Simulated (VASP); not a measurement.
A run of VASP 6.6.1:

The input INCAR:

```
SYSTEM = NiO
ALGO = Normal ; EDIFF = 1E-7
ENCUT = 520 ; GGA = PS
ISIF = 2 ; ISMEAR = 0
ISPIN = 2 ; LASPH = .True.
LCHARG = .False. ; LMAXMIX = 4
LORBIT = 11 ; LREAL = .False.
LWAVE = .False. ; MAGMOM = 1.05 0.17
NBANDS = 19 ; NELM = 150
PREC = Accurate ; SIGMA = 0.15
```

The input KPOINTS:

```
k-points
0
Gamma
  22 22 22
  0 0 0
```

The input POSCAR:

```
NiO
1.0
    0.0000000000      2.0913100000      2.0913100000
    2.0913100000      0.0000000000      2.0913100000
    2.0913100000      2.0913100000      0.0000000000
Ni O
1 1
Direct
    0.0000000000      0.0000000000      0.0000000000
    0.5000000000      0.5000000000      0.5000000000
```

Potentials or basis: VASP PAW PBE potentials, release 64 (Ni, O).

Command:

```bash
$ cat potpaw_PBE.64/Ni/POTCAR potpaw_PBE.64/O/POTCAR > POTCAR
$ mpirun -np 1 vasp_std > vasp.out
```

Hardware: 1 thread of Intel(R) Xeon(R) 6975P-C (Granite Rapids), with other jobs on the host.

Q: Estimate the wall time of this run.

A: It took 100 s on 1 thread of Intel(R) Xeon(R) 6975P-C (Granite Rapids) (shared host), peak memory 0.29 GiB. Counts: scf iterations 18, k points 328.
